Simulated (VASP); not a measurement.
# Hf (P6_3/mmc) in VASP: further runs, part 2 of 2

VASP 6.6.1.

**4. Single point, r2SCAN**

POSCAR

```
Hf
1.0
    3.1984882090      0.0000000000      0.0000000000
   -1.5992441045      2.7699720426      0.0000000000
    0.0000000000      0.0000000000      5.0464397999
Hf
2
Direct
    0.3333333333      0.6666666667      0.7500000000
    0.6666666667      0.3333333333      0.2500000000
```

INCAR.step1

```
SYSTEM = Hf
ALGO = Normal
EDIFF = 1E-4
ENCUT = 520
GGA = PE
ISMEAR = 0
LASPH = .TRUE.
LCHARG = .FALSE.
LREAL = .FALSE.
LWAVE = .TRUE.
NBANDS = 17
NELM = 60
PREC = Accurate
SIGMA = 0.05
```

INCAR.step2

```
SYSTEM = Hf
ALGO = Normal
EDIFF = 1E-6
ENCUT = 520
ISIF = 2
ISMEAR = 0
ISTART = 1
LASPH = .TRUE.
LCHARG = .FALSE.
LMIXTAU = .TRUE.
LREAL = .FALSE.
LWAVE = .FALSE.
METAGGA = R2SCAN
NBANDS = 17
NELM = 60
PREC = Accurate
SIGMA = 0.05
```

KPOINTS

```
k-points
0
G
  16 16 8
  0 0 0
```

Potentials or basis: VASP PAW PBE potentials, release 64 (Hf_pv).

On the command line:

```
> cat potpaw_PBE.64/Hf_pv/POTCAR > POTCAR
> cp INCAR.step1 INCAR
> mpirun -np 1 vasp_std > vasp.out
> cp INCAR.step2 INCAR
> mpirun -np 1 vasp_std > vasp.out
```

OUTCAR:

```text
SYSTEM = Hf
   EDIFF = 1E-6
   ENCUT = 520
   ISIF = 2
   ISMEAR = 0
   ISTART = 1
   LASPH = .TRUE.
   LREAL = .FALSE.
   METAGGA = R2SCAN
   NELM = 60
   PREC = Accurate

 ion  position               nearest neighbor table
   1  0.333  0.667  0.750-   2 3.13   2 3.13   2 3.13   2 3.13   2 3.13   2 3.13
   2  0.667  0.333  0.250-   1 3.13   1 3.13   1 3.13   1 3.13   1 3.13   1 3.13

  LATTYP: Found a hexagonal cell.
 ALAT       =     3.1984882090
 C/A-ratio  =     1.5777578250

  Lattice vectors:

 A1 = (   3.1984882090,   0.0000000000,   0.0000000000)
 A2 = (  -1.5992441045,   2.7699720426,   0.0000000000)
 A3 = (   0.0000000000,   0.0000000000,   5.0464397999)

Analysis of symmetry for initial positions (statically):
=====================================================================
 Subroutine PRICEL returns:
 Original cell was already a primitive cell.

 Routine SETGRP: Setting up the symmetry group for a
 hexagonal supercell.

 Subroutine GETGRP returns: Found 24 space group operations
 (whereof 12 operations were pure point group operations)
 out of a pool of 24 trial point group operations.

The static configuration has the point symmetry D_3d.
 The point group associated with its full space group is D_6h.

Analysis of symmetry for dynamics (positions and initial velocities):
=====================================================================
 Subroutine PRICEL returns:
 Original cell was already a primitive cell.

 Routine SETGRP: Setting up the symmetry group for a
 hexagonal supercell.

 Subroutine GETGRP returns: Found 24 space group operations
 (whereof 12 operations were pure point group operations)
 out of a pool of 24 trial point group operations.

The dynamic configuration has the point symmetry D_3d.
 The point group associated with its full space group is D_6h.

 Subroutine INISYM returns: Found 24 space group operations
 (whereof 12 operations are pure point group operations),
 and found     1 'primitive' translations
[... 112 lines left out ...]
   IALGO  =     38    algorithm
   IMIX   =      4    mixing-type and parameters
     AMIX     =   0.40;   BMIX     =  1.00
     AMIX_MAG =   1.60;   BMIX_MAG =  1.00
  volume/ion in A,a.u.               =      22.36       150.86
  Fermi-wavevector in a.u.,A,eV,Ry     =   1.252035  2.366003 21.328374  1.567591
  Thomas-Fermi vector in A             =   2.385954
   LORBIT       =      0    0 simple, 1 ext, 2 COOP (PROOUT), +10 PAW based schemes
   METAGGA = R2SCAN    functional components
   LHFCALC =     F    Hartree Fock is set to
   AEXX    =    0.0000 exact exchange contribution
   IVDW    =     0    specifies the selected vdW correction
   LEPSILON=     F    determine dielectric tensor
   LRPA    =     F    only Hartree local field effects (RPA)
 non-spin polarized calculation
 Gauss-broadening in eV      SIGMA  =   0.05
  energy-cutoff  :      520.00
  volume of cell :       44.71
 maximum number of plane-waves:      1222
 NGX is ok and might be reduce to    24
   NGX = 11   NGY = 11   NGZ = 19

 number of electron      20.0000003 magnetization

 Free energy of the ion-electron system (eV)
  ---------------------------------------------------
  ext. energy  EPLUGINS =         0.00000000
  ---------------------------------------------------
  free energy    TOTEN  =       -90.30467756 eV

  energy without entropy =      -90.30320288  energy(sigma->0) =      -90.30394022

 E-fermi :   4.8536     XC(G=0): -12.1574

 val. band max:        4.8490216544   @ k =   0.1875   0.0000   0.3750
 cond. band min:       4.8567624015   @ k =   0.0625   0.0625   0.0000
 fundamental gap:      0.0077407472
 Fermi energy:         4.8535704532

 k-point     1 :       0.0000    0.0000    0.0000
  band No.  band energies     occupation
      1     -27.4146      2.00000
      2     -26.6456      2.00000
      3     -26.6456      2.00000
      4     -26.5146      2.00000
      5     -26.5146      2.00000
      6     -26.5137      2.00000
[... 457 lines left out ...]
      4     -26.8194      2.00000
      5     -26.6897      2.00000
      6     -26.6778      2.00000
[... 9 lines left out ...]
     16      11.0367      0.00000
     17      11.1881      0.00000

 [... further k-points ...]

------------------------ aborting loop because EDIFF is reached ----------------------------------------

  FORCE on cell =-STRESS in cart. coord.  units (eV):
  Direction    XX          YY          ZZ          XY          YZ          ZX
  --------------------------------------------------------------------------------------
  -------------------------------------------------------------------------------------
  Total       -0.1492142     -0.1492142     -0.1884411      0.0000000     -0.0000000     -0.0000000
  in kB       -5.3470646     -5.3470646     -6.7527541      0.0000000     -0.0000000     -0.0000000
  external PRESSURE =      -5.8156277 kB  Pullay stress =       0.0000000 kB

 VOLUME and BASIS-vectors are now :
 -----------------------------------------------------------------------------
  energy-cutoff  :      520.00
  volume of cell :       44.71
      direct lattice vectors                 reciprocal lattice vectors
     3.198488209  0.000000000  0.000000000     0.312647706  0.180507237  0.000000000
    -1.599244105  2.769972043  0.000000000     0.000000000  0.361014474  0.000000000
     0.000000000  0.000000000  5.046439800     0.000000000  0.000000000  0.198159502

 POSITION                                       TOTAL-FORCE (eV/Angst)
 -----------------------------------------------------------------------------------
     -0.00000      1.84665      3.78483         0.000000     -0.000000      0.000000
      1.59924      0.92332      1.26161        -0.000000      0.000000      0.000000
 -----------------------------------------------------------------------------------
    total drift:                               -0.000000      0.000000     -0.000000

  FREE ENERGIE OF THE ION-ELECTRON SYSTEM (eV)
  ---------------------------------------------------
  free  energy   TOTEN  =       -90.3046775641 eV

  energy  without entropy=      -90.3032028789  energy(sigma->0) =      -90.30394022
```

OUTCAR.step1:

```text
SYSTEM = Hf
   EDIFF = 1E-4
   ENCUT = 520
   GGA = PE
   ISMEAR = 0
   LASPH = .TRUE.
   LREAL = .FALSE.
[... 704 lines left out ...]
     -0.00000      1.84665      3.78483         0.000000      0.000000      0.000000
      1.59924      0.92332      1.26161        -0.000000     -0.000000      0.000000
 -----------------------------------------------------------------------------------
    total drift:                               -0.000000      0.000000     -0.000000

  FREE ENERGIE OF THE ION-ELECTRON SYSTEM (eV)
  ---------------------------------------------------
  free  energy   TOTEN  =       -19.8510818076 eV

  energy  without entropy=      -19.8494323593  energy(sigma->0) =      -19.85025708
```

OSZICAR.step1:

```text
N       E                     dE             d eps       ncg     rms          rms(c)
DAV:   1     0.497475709427E+02    0.49748E+02   -0.11414E+04  5140   0.112E+03
DAV:   2    -0.187252884588E+02   -0.68473E+02   -0.66678E+02  6598   0.246E+02
DAV:   3    -0.205524555258E+02   -0.18272E+01   -0.18092E+01  6599   0.269E+01
DAV:   4    -0.205670522018E+02   -0.14597E-01   -0.14576E-01  6386   0.290E+00
DAV:   5    -0.205672047991E+02   -0.15260E-03   -0.15256E-03  6755   0.259E-01    0.652E+01
DAV:   6    -0.200437023072E+02    0.52350E+00   -0.49013E-01  5975   0.452E+00    0.387E+01
DAV:   7    -0.198615885731E+02    0.18211E+00   -0.83434E-01  6196   0.565E+00    0.188E+00
DAV:   8    -0.198509820482E+02    0.10607E-01   -0.53525E-02  5940   0.150E+00    0.321E-01
DAV:   9    -0.198510981379E+02   -0.11609E-03   -0.12015E-03  6933   0.244E-01    0.188E-01
DAV:  10    -0.198510818076E+02    0.16330E-04   -0.47373E-05  3598   0.483E-02
   1 F= -.19851082E+02 E0= -.19850257E+02  d E =-.164945E-02
```

Run time: 1.9 min. Hardware: 1 thread of Intel Xeon 6975P-C (Granite Rapids), shared host; peak memory 0.23 GiB.

What came out:

```
Free energy            : -90.3047 eV
Pressure               : -0.6 GPa
Band gap on the k mesh : zero (bands 10 and 11 overlap by 1.74 eV)
```

Stress tensor (GPa, compression positive):
```
-0.53  0.00  0.00
 0.00 -0.53  0.00
 0.00  0.00 -0.68
```

Levels at points of the mesh, in eV from the Fermi level:
```tsv
k point	band 8	band 9	band 10	band 11	band 12	band 13
(0.00, 0.00, 0.00)	-3.86	0.41	1.31	1.31	1.64	2.19
(0.50, 0.00, 0.00)	-2.87	-2.34	-1.04	0.92	0.94	1.82
(0.00, 0.00, 0.50)	-5.70	0.15	0.15	1.21	1.21	1.21
(0.50, 0.00, 0.50)	-3.54	-1.03	-1.03	1.06	1.06	2.86
```

Caveat: the PAW data sets were made with another functional, which shifts forces and pressure a little; spin-orbit coupling is left out, which moves the levels of the heavy elements.

**5. Single point, r2SCAN**

This run uses another cell than the first one, of 22.50 Å³/atom.

POSCAR

```
Hf
1.0
    3.2053934466      0.0000000000      0.0000000000
   -1.6026967233      2.7759521539      0.0000000000
    0.0000000000      0.0000000000      5.0573345928
Hf
2
Direct
    0.3333333333      0.6666666667      0.7500000000
    0.6666666667      0.3333333333      0.2500000000
```

INCAR.step1

```
PREC = Accurate
ENCUT = 520
ISMEAR = 0
SIGMA = 0.05
LREAL = F
LASPH = T
NELM = 100
NBANDS = 17
GGA = PE
ALGO = Normal
EDIFF = 1E-4
LWAVE = T
LCHARG = F
```

INCAR.step2

```
PREC = Accurate
ENCUT = 520
EDIFF = 1E-7
ISMEAR = 0
SIGMA = 0.05
LREAL = F
LASPH = T
NELM = 100
ALGO = Normal
ISIF = 2
LWAVE = F
LCHARG = T
METAGGA = R2SCAN
LMIXTAU = T
LELF = T
LVHAR = T
NBANDS = 17
ISTART = 1
```

KPOINTS

```
Automatic mesh
0
Gamma
  16 16 8
```

On the command line:

```
> cat potpaw_PBE.64/Hf_pv/POTCAR > POTCAR
> cp INCAR.step1 INCAR
> mpirun -np 1 vasp_std > vasp.out
> cp INCAR.step2 INCAR
> mpirun -np 1 vasp_std > vasp.out
```

Wall time 2.1 min (1 thread of Intel Xeon 6975P-C (Granite Rapids), shared host); peak memory 0.23 GiB.

The run converged. Its results:

| Quantity | Value |
| --- | --- |
| Free energy | -90.3030 eV |
| Pressure | -1.3 GPa |
| Band gap on the k mesh | zero (bands 10 and 11 overlap by 1.74 eV) |

Stress tensor (GPa, compression positive):
```
-1.25  0.00  0.00
 0.00 -1.25  0.00
 0.00  0.00 -1.37
```

Levels at points of the mesh, in eV from the Fermi level:
| k point | band 6 | band 7 | band 8 | band 9 | band 10 | band 11 | band 12 | band 13 | band 14 | band 15 |
| --- | --- | --- | --- | --- | --- | --- | --- | --- | --- | --- |
| (0.00, 0.00, 0.00) | -31.39 | -7.75 | -3.84 | 0.39 | 1.31 | 1.31 | 1.64 | 2.18 | 2.18 | 2.88 |
| (0.50, 0.00, 0.00) | -31.48 | -3.51 | -2.84 | -2.32 | -1.05 | 0.91 | 0.94 | 1.80 | 6.13 | 6.64 |
| (0.00, 0.00, 0.50) | -31.46 | -5.69 | -5.69 | 0.15 | 0.15 | 1.20 | 1.20 | 1.20 | 1.20 | 5.09 |
| (0.50, 0.00, 0.50) | -31.59 | -3.52 | -3.52 | -1.02 | -1.02 | 1.04 | 1.04 | 2.84 | 2.84 | 6.34 |

Caveat: the PAW data sets were made with another functional, which shifts forces and pressure a little; spin-orbit coupling is left out, which moves the levels of the heavy elements.

**6. Overview**

```tsv
cell	gap on the mesh (eV)	pressure (GPa)
a = 3.200, b = 3.200, c = 5.049 Å, angles 90.0, 90.0, 120.0°, 2 atoms	none	-0.8
a = 3.198, b = 3.198, c = 5.046 Å, angles 90.0, 90.0, 120.0°, 2 atoms	none	-0.6
a = 3.205, b = 3.205, c = 5.057 Å, angles 90.0, 90.0, 120.0°, 2 atoms	none	-1.3
```

Alike in all rows: task single point; level r2SCAN; potentials or basis VASP PAW PBE potentials, release 64 (Hf_pv); no spin polarisation; k mesh 16 × 16 × 8; cutoff (eV) 520; smearing gaussian 0.05 eV.

Caveats: the PAW data sets were made with another functional, which shifts forces and pressure a little; spin-orbit coupling is left out, which moves the levels of the heavy elements.

Total energies depend on the potentials used, so only differences within one code and one set of settings carry meaning.
